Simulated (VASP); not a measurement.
# TiAl3 (I4/mmm) in VASP: single point with PBEsol

Aim: the single point of TiAl3 with PBEsol.

Everything below comes from runs of VASP 6.6.1. Logs are shortened: lines on timing, memory, paths and dates and some standing lists are left out, and cuts for length are marked.

## Step 1: The cell of the first run

Symmetry: I4/mmm, No. 139, tetragonal system. The conventional cell has a = 3.816 Å, b = 3.816 Å, c = 8.554 Å, α = 90.00°, β = 90.00°, γ = 90.00°. Ti (site symmetry 4/mmm) has 12 Al at 2.70 to 2.87 Å within 3.6 Å. Al (site symmetry 4/mmm) has 4 Ti at 2.70 Å and 8 Al at 2.87 Å within 3.6 Å. Al (site symmetry -4m2) has 8 Al at 2.70 to 2.87 Å and 4 Ti at 2.87 Å within 3.6 Å.

## Step 2: Single point, PBEsol

INCAR reads:

```
SYSTEM = TiAl3
PREC = Accurate
ENCUT = 520
EDIFF = 1E-6
ISMEAR = 0
SIGMA = 0.1
LREAL = .False.
LASPH = .True.
NELM = 60
ALGO = Fast
ISIF = 2
LWAVE = .False.
LCHARG = .False.
GGA = PS
NBANDS = 18
```

KPOINTS reads:

```
regular mesh
0
Gamma
  16 16 16
  0 0 0
```

POSCAR reads:

```
TiAl3
1.0
   -1.9078978039      1.9078978039      4.2767912172
    1.9078978039     -1.9078978039      4.2767912172
    1.9078978039      1.9078978039     -4.2767912172
Ti Al
1 3
Direct
    0.0000000000      0.0000000000      0.0000000000
    0.5000000000      0.5000000000      0.0000000000
    0.7500000000      0.2500000000      0.5000000000
    0.2500000000      0.7500000000      0.5000000000
```

Potentials or basis: VASP PAW PBE potentials, release 64 (Ti_sv, Al).

Command:

```bash
cat potpaw_PBE.64/Ti_sv/POTCAR potpaw_PBE.64/Al/POTCAR > POTCAR
mpirun -np 1 vasp_std > vasp.out
```

OUTCAR:

```text
SYSTEM = TiAl3
   PREC = Accurate
   ENCUT = 520
   EDIFF = 1E-6
   ISMEAR = 0
   LREAL = .False.
   LASPH = .True.
   NELM = 60
   ISIF = 2
   GGA = PS

 ion  position               nearest neighbor table
   1  0.000  0.000  0.000-   2 2.70   2 2.70   2 2.70   2 2.70   4 2.87   3 2.87   4 2.87   4 2.87
                             3 2.87   3 2.87   4 2.87   3 2.87
   2  0.500  0.500  0.000-   1 2.70   1 2.70   1 2.70   1 2.70   4 2.87   3 2.87   4 2.87   3 2.87
                             4 2.87   4 2.87   3 2.87   3 2.87
   3  0.750  0.250  0.500-   4 2.70   4 2.70   4 2.70   4 2.70   2 2.87   1 2.87   2 2.87   1 2.87
                             2 2.87   2 2.87   1 2.87   1 2.87
   4  0.250  0.750  0.500-   3 2.70   3 2.70   3 2.70   3 2.70   2 2.87   1 2.87   2 2.87   2 2.87
                             1 2.87   1 2.87   2 2.87   1 2.87

  LATTYP: Found a body centered tetragonal cell.
 ALAT       =     3.8157956078
 C/A-ratio  =     2.2416248965

  Lattice vectors:

 A1 = (  -1.9078978039,   1.9078978039,   4.2767912172)
 A2 = (   1.9078978039,  -1.9078978039,   4.2767912172)
 A3 = (   1.9078978039,   1.9078978039,  -4.2767912172)

Analysis of symmetry for initial positions (statically):
=====================================================================
 Subroutine PRICEL returns:
 Original cell was already a primitive cell.

 Routine SETGRP: Setting up the symmetry group for a
 body centered tetragonal supercell.

 Subroutine GETGRP returns: Found 16 space group operations
 (whereof 16 operations were pure point group operations)
 out of a pool of 16 trial point group operations.

The static configuration has the point symmetry D_4h.

Analysis of symmetry for dynamics (positions and initial velocities):
=====================================================================
 Subroutine PRICEL returns:
 Original cell was already a primitive cell.

 Routine SETGRP: Setting up the symmetry group for a
 body centered tetragonal supercell.

 Subroutine GETGRP returns: Found 16 space group operations
 (whereof 16 operations were pure point group operations)
 out of a pool of 16 trial point group operations.

The dynamic configuration has the point symmetry D_4h.

 Subroutine INISYM returns: Found 16 space group operations
 (whereof 16 operations are pure point group operations),
 and found     1 'primitive' translations

----------------------------------------------------------------------------------------

                                     Primitive cell

  volume of cell :      62.2713

  direct lattice vectors                    reciprocal lattice vectors
    -1.907897804  1.907897804  4.276791217     0.000000000  0.262068544  0.116910079
     1.907897804 -1.907897804  4.276791217     0.262068544  0.000000000  0.116910079
     1.907897804  1.907897804 -4.276791217     0.262068544  0.262068544  0.000000000

  length of vectors
     5.056786645  5.056786645  5.056786645     0.286963218  0.286963218  0.370620890

  position of ions in fractional coordinates (direct lattice)
     0.000000000  0.000000000  0.000000000
     0.500000000  0.500000000  0.000000000
     0.750000000  0.250000000  0.500000000
     0.250000000  0.750000000  0.500000000

  ion indices of the primitive-cell ions
   primitive index   ion index
                 1           1
                 2           2
                 3           3
                 4           4

----------------------------------------------------------------------------------------

 KPOINTS: regular mesh

Automatic generation of k-mesh.
 Grid dimensions read from file:
 generate k-points for:   16   16   16

 Generating k-lattice:

  Cartesian coordinates                     Fractional coordinates (reciprocal lattice)
     0.000000000  0.016379284  0.007306880     0.062500000  0.000000000 -0.000000000
     0.016379284  0.000000000  0.007306880     0.000000000  0.062500000 -0.000000000
     0.016379284  0.016379284  0.000000000     0.000000000  0.000000000  0.062500000

  Length of vectors
     0.017935201  0.017935201  0.023163806

  Shift w.r.t. Gamma in fractional coordinates (k-lattice)
     0.000000000  0.000000000  0.000000000

 Subroutine IBZKPT returns following result:
 ===========================================

 Found    349 irreducible k-points:

 Following reciprocal coordinates:
            Coordinates               Weight
  0.000000  0.000000  0.000000      1.000000
  0.062500  0.000000  0.000000      8.000000
  0.125000  0.000000  0.000000      8.000000
  0.187500  0.000000  0.000000      8.000000
  0.250000  0.000000  0.000000      8.000000
  0.312500  0.000000  0.000000      8.000000
[... 16 lines left out ...]
 -0.125000  0.062500  0.000000     16.000000
 -0.062500  0.062500  0.000000      4.000000
 [... further k-points ...]
   k-points           NKPTS =    349   k-points in BZ     NKDIM =    349   number of bands    NBANDS=     18
   number of dos      NEDOS =    301   number of ions     NIONS =      4
   total plane-waves  NPLWV =  64000
   dimension x,y,z NGX =    40 NGY =   40 NGZ =   40
   dimension x,y,z NGXF=    80 NGYF=   80 NGZF=   80
   ions per type =               1   3
   NGX,Y,Z   is equivalent  to a cutoff of  13.15, 13.15, 13.15 a.u.
   NGXF,Y,Z  is equivalent  to a cutoff of  26.30, 26.30, 26.30 a.u.
 SYSTEM =  TiAl3
   PREC   = accura    normal or accurate (medium, high low for compatibility)
   ISTART =      0    job   : 0-new  1-cont  2-samecut
   ICHARG =      2    charge: 1-file 2-atom 10-const
   ISPIN  =      1    spin polarized calculation?
   LNONCOLLINEAR =      F non collinear calculations
   LSORBIT =      F    spin-orbit coupling
   LASPH  =      T    aspherical Exc in radial PAW
   ENCUT  =  520.0 eV  38.22 Ry    6.18 a.u.   9.40  9.40  9.40*2*pi/ulx,y,z
   NELM   =     60;   NELMIN=  2; NELMDL= -5     # of ELM steps
   EDIFF  = 0.1E-05   stopping-criterion for ELM
   LREAL  =      F    real-space projection
   EDIFFG = 0.1E-04   stopping-criterion for IOM
   NSW    =      0    number of steps for IOM
   IBRION =     -1    ionic relax: 0-MD 1-quasi-New 2-CG
   NFREE  =      0    steps in history (QN), initial steepest desc. (CG)
   ISIF   =      2    stress and relaxation
   ISYM   =      2    0-nonsym 1-usesym 2-fastsym
   POTIM  = 0.5000    time-step for ionic-motion
   TEBEG  =    0.0;   TEEND  =   0.0 temperature during run
   PSTRESS=    0.0 pullay stress
   NELECT =      21.0000    total number of electrons
   NUPDOWN=      -1.0000    fix difference up-down
   EMIN   =  10.00;   EMAX   =-10.00  energy-range for DOS
   EFERMI =   0.00;   METHOD = LEGACY
   ISMEAR =     0;   SIGMA  =   0.10  broadening in eV -4-tet -1-fermi 0-gaus
   EFERMI_NEDOS =   21; number of points for ismear=-14 and -15
   IALGO  =     68    algorithm
   IMIX   =      4    mixing-type and parameters
     AMIX     =   0.40;   BMIX     =  1.00
     AMIX_MAG =   1.60;   BMIX_MAG =  1.00
  volume/ion in A,a.u.               =      15.57       105.06
  Fermi-wavevector in a.u.,A,eV,Ry     =   1.139511  2.153363 17.666964  1.298485
  Thomas-Fermi vector in A             =   2.276214
   LORBIT       =      0    0 simple, 1 ext, 2 COOP (PROOUT), +10 PAW based schemes
   GGA     = PS    functional components
   LHFCALC =     F    Hartree Fock is set to
   AEXX    =    0.0000 exact exchange contribution
   IVDW    =     0    specifies the selected vdW correction
   LEPSILON=     F    determine dielectric tensor
   LRPA    =     F    only Hartree local field effects (RPA)
 non-spin polarized calculation
 RMM-DIIS sequential band-by-band and
 Gauss-broadening in eV      SIGMA  =   0.10
  energy-cutoff  :      520.00
  volume of cell :       62.27
 maximum number of plane-waves:      1696
 NGX is ok and might be reduce to    40
   NGX = 19   NGY = 19   NGZ = 19

 number of electron      20.9999999 magnetization

 Free energy of the ion-electron system (eV)
  ---------------------------------------------------
  ext. energy  EPLUGINS =         0.00000000
  ---------------------------------------------------
  free energy    TOTEN  =       -22.23238656 eV

  energy without entropy =      -22.22382221  energy(sigma->0) =      -22.22810439

 E-fermi :   8.3333     XC(G=0): -10.8950

 val. band max:        8.3317759953   @ k =  -0.0625   0.1250   0.0625
 cond. band min:       8.3410374721   @ k =   0.3750   0.1875   0.0000
 fundamental gap:      0.0092614768
 Fermi energy:         8.3332678701

 k-point     1 :       0.0000    0.0000    0.0000
  band No.  band energies     occupation
      1     -47.8601      2.00000
      2     -24.2819      2.00000
      3     -24.2819      2.00000
      4     -24.2019      2.00000
      5      -1.8080      2.00000
      6       5.4571      2.00000
[... 10 lines left out ...]
     17      12.1933      0.00000
     18      12.1934      0.00000

 k-point     2 :       0.0625    0.0000    0.0000
  band No.  band energies     occupation
      1     -47.8601      2.00000
      2     -24.2830      2.00000
      3     -24.2818      2.00000
      4     -24.2018      2.00000
      5      -1.7589      2.00000
      6       5.1923      2.00000
[... 10 lines left out ...]
     17      12.2067      0.00000
     18      12.4938      0.00000

 k-point     3 :       0.1250    0.0000    0.0000
  band No.  band energies     occupation
      1     -47.8599      2.00000
      2     -24.2862      2.00000
      3     -24.2816      2.00000
      4     -24.2017      2.00000
      5      -1.6120      2.00000
      6       4.8562      2.00000
[... 10 lines left out ...]
     17      12.2679      0.00000
     18      13.1818      0.00000

 k-point     4 :       0.1875    0.0000    0.0000
  band No.  band energies     occupation
      1     -47.8597      2.00000
      2     -24.2910      2.00000
      3     -24.2813      2.00000
      4     -24.2015      2.00000
      5      -1.3691      2.00000
      6       4.4991      2.00000
[... 375 lines left out ...]
      4     -24.2013      2.00000
      5      -1.3682      2.00000
      6       4.8091      2.00000
[... 10 lines left out ...]
     17      12.5965      0.00000
     18      13.9848      0.00000

 k-point    23 :      -0.1250    0.0625    0.0000
  band No.  band energies     occupation
      1     -47.8599      2.00000
      2     -24.2862      2.00000
      3     -24.2827      2.00000
      4     -24.2015      2.00000
      5      -1.5952      2.00000
      6       5.2261      2.00000
[... 10 lines left out ...]
     17      12.4468      0.00000
     18      13.2228      0.00000

 k-point    24 :      -0.0625    0.0625    0.0000
  band No.  band energies     occupation
      1     -47.8600      2.00000
      2     -24.2831      2.00000
      3     -24.2829      2.00000
      4     -24.2017      2.00000
      5      -1.7259      2.00000
      6       5.5268      2.00000
[... 10 lines left out ...]
     17      12.3397      0.00000
     18      12.5884      0.00000

 [... further k-points ...]
[... 5 lines left out ...]
  --------------------------------------------------------------------------------------
  -------------------------------------------------------------------------------------
  Total        0.0580299      0.0580299      0.0463971      0.0000000      0.0000000      0.0000000
  in kB        1.4930486      1.4930486      1.1937488      0.0000000      0.0000000      0.0000000
  external PRESSURE =       1.3932820 kB  Pullay stress =       0.0000000 kB

 VOLUME and BASIS-vectors are now :
 -----------------------------------------------------------------------------
  energy-cutoff  :      520.00
  volume of cell :       62.27
      direct lattice vectors                 reciprocal lattice vectors
    -1.907897804  1.907897804  4.276791217     0.000000000  0.262068544  0.116910079
     1.907897804 -1.907897804  4.276791217     0.262068544  0.000000000  0.116910079
     1.907897804  1.907897804 -4.276791217     0.262068544  0.262068544  0.000000000

 POSITION                                       TOTAL-FORCE (eV/Angst)
 -----------------------------------------------------------------------------------
      0.00000      0.00000      0.00000        -0.000000     -0.000000      0.000000
      0.00000      0.00000      4.27679        -0.000000     -0.000000      0.000000
      0.00000      1.90790      2.13840        -0.000000      0.000000      0.000000
      1.90790      0.00000      2.13840         0.000000     -0.000000     -0.000000
 -----------------------------------------------------------------------------------
    total drift:                               -0.000000     -0.000000     -0.000000

  FREE ENERGIE OF THE ION-ELECTRON SYSTEM (eV)
  ---------------------------------------------------
  free  energy   TOTEN  =       -22.2323865578 eV

  energy  without entropy=      -22.2238222128  energy(sigma->0) =      -22.22810439
```

It took 42 min on 1 thread of Intel Xeon 8259CL, shared host; peak memory 0.53 GiB.

Results:

```
Free energy            : -22.2324 eV
Pressure               : 0.1 GPa
Band gap on the k mesh : zero (an odd number of electrons rules out a gap without spin polarisation)
```

Levels at points of the mesh, in eV from the Fermi level:
```
           k point  band 8  band 9  band 10  band 11  band 12  band 13  band 14  band 15
(0.00, 0.00, 0.00)   -1.44   -1.24    -1.24     0.84     1.77     1.77     2.23     2.51
(0.50, 0.00, 0.00)   -2.95   -1.06    -0.27     0.51     1.82     2.11     2.74     3.18
(0.50, 0.50, 0.00)   -3.78   -2.71    -2.22    -1.00     1.78     1.96     2.70     2.86
(0.50, 0.50, 0.50)   -0.91   -0.91    -0.25     0.70     0.70     0.96     3.07     4.82
```

Caveat: the PAW data sets were made with another functional, which shifts forces and pressure a little.
